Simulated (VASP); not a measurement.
Write the native input for VASP 6.6.1 that does the following.

```
Task                   : single point
Functional             : r2SCAN
Potentials or basis    : VASP PAW PBE potentials, release 64 (Cs_sv, H)
Cutoff                 : 520 eV
k mesh                 : 6 × 6 × 6
Occupations            : gaussian, width 0.01 eV
Spin                   : no spin polarisation
Dipole correction      : no
Further INCAR settings : ALGO = Normal; EDIFF = 1e-06; NBANDS = 12
```

CsH:

```
Cs H
1.0
     2.65419    2.65419    0.00000
    -2.65419    2.65419    0.00000
     0.00000    2.65419    2.65419
Cs H
1 1
Cartesian
  0.0000 0.0000 0.0000
  0.0000 2.6542 0.0000
```

The input as run:

POSCAR

```
CsH
1.0
    2.6541929750      2.6541929750      0.0000000000
   -2.6541929750      2.6541929750      0.0000000000
    0.0000000000      2.6541929750      2.6541929750
Cs H
1 1
Direct
    0.0000000000      0.0000000000      0.0000000000
    0.5000000000      0.5000000000      0.0000000000
```

INCAR.step1

```
SYSTEM = CsH
ALGO = Normal
EDIFF = 1E-4
ENCUT = 520
GGA = PE
ISMEAR = 0
LASPH = .TRUE.
LCHARG = .FALSE.
LREAL = .FALSE.
LWAVE = .TRUE.
NBANDS = 12
NELM = 100
PREC = Accurate
SIGMA = 0.01
```

INCAR.step2

```
SYSTEM = CsH
ALGO = Normal
EDIFF = 1E-6
ENCUT = 520
ISIF = 2
ISMEAR = 0
ISTART = 1
LASPH = .TRUE.
LCHARG = .FALSE.
LMIXTAU = .TRUE.
LREAL = .FALSE.
LWAVE = .FALSE.
METAGGA = R2SCAN
NBANDS = 12
NELM = 100
PREC = Accurate
SIGMA = 0.01
```

KPOINTS

```
k-points
0
G
  6 6 6
  0 0 0
```

Potentials or basis: VASP PAW PBE potentials, release 64 (Cs_sv, H).

Run with:

```console
$ cat potpaw_PBE.64/Cs_sv/POTCAR potpaw_PBE.64/H/POTCAR > POTCAR
$ cp INCAR.step1 INCAR
$ mpirun -np 1 vasp_std > vasp.out
$ cp INCAR.step2 INCAR
$ mpirun -np 1 vasp_std > vasp.out
```

Results of the run:

The pressure is 15.7 GPa and the band gap on the k mesh is 1.55 eV, direct.

Caveat: the PAW data sets were made with another functional, which shifts forces and pressure a little; spin-orbit coupling is left out, which moves the levels of the heavy elements.

Wall time 31 s on 1 thread of Intel(R) Xeon(R) Platinum 8488C (Sapphire Rapids), on a shared host, peak memory 0.16 GiB.
